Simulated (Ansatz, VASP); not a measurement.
## One calculation of Bi, two programs

Contents of POSCAR:

```
Bi
1.0
    4.5390002997      0.0000000000      0.0000000000
   -2.2695001499      3.9308895673      0.0000000000
    0.0000000000      0.0000000000     12.0064350000
Bi
2
Direct
    0.3333333333      0.6666666667      0.2500000000
    0.6666666667      0.3333333333      0.7500000000
```

Contents of INCAR.step1:

```
PREC = Accurate
ENCUT = 520
ISMEAR = 0
SIGMA = 0.15
LREAL = F
LASPH = T
NELM = 80
NBANDS = 22
GGA = PE
ALGO = Normal
EDIFF = 1E-4
LWAVE = T
LCHARG = F
```

Contents of INCAR.step2:

```
PREC = Accurate
ENCUT = 520
EDIFF = 1E-7
ISMEAR = 0
SIGMA = 0.15
LREAL = F
LASPH = T
NELM = 80
ALGO = Normal
ISIF = 2
LWAVE = F
LCHARG = F
METAGGA = R2SCAN
LMIXTAU = T
NBANDS = 22
ISTART = 1
```

Contents of KPOINTS:

```
Automatic mesh
0
Gamma
  12 12 4
```

Input for Ansatz:

```yaml
crystal:
  lattice:
    - [4.5390002997, 0.0, 0.0]
    - [-2.2695001499, 3.9308895673, 0.0]
    - [0.0, 0.0, 12.006435]
  atoms:
    - { symbol: Bi, position: [0.3333333333, 0.6666666667, 0.25] }
    - { symbol: Bi, position: [0.6666666667, 0.3333333333, 0.75] }
basis:
  ecutwfc: 500
kpoints:
  mp_grid: { grid: [12, 12, 4] }
hamiltonian:
  xc: r2scan
scf:
  occupations: { method: gaussian, width: 0.15 }
output:
  forces: true
  stress: true
  eigenvalues: true
```

Change from the starting cell: strain +0.000 along x and y, +0.015 along z, atoms carried along.

Alike in both runs: task single point; functional r2SCAN; k mesh 12 × 12 × 4; occupations gaussian, width 0.15 eV; no spin polarisation.

```csv
,VASP,Ansatz
version,VASP 6.6.1,Ansatz 0.2.0
potentials or method,"VASP PAW PBE potentials, release 64 (Bi_d), cutoff 520 eV","scalar-relativistic, plane waves, PAW"
valence electrons in the cell,30,30
```

|  | VASP | Ansatz | Ansatz less VASP |
| --- | --- | --- | --- |
| gap on the k mesh at the Fermi level (eV) | none | none | - |
| pressure (GPa) | -3.4 | -3.4 | +0.02 |
| traceless stress, the component that is largest in VASP (GPa) | 3.02 | 3.02 | 0.000 |

VASP's potentials were made for PBE, not for r2SCAN. A gap of «none» marks a metal or a gap that the smearing closes. With one functional, cell and mesh, what is left measures potentials, basis and numerics.

Neither program's run includes spin-orbit coupling.
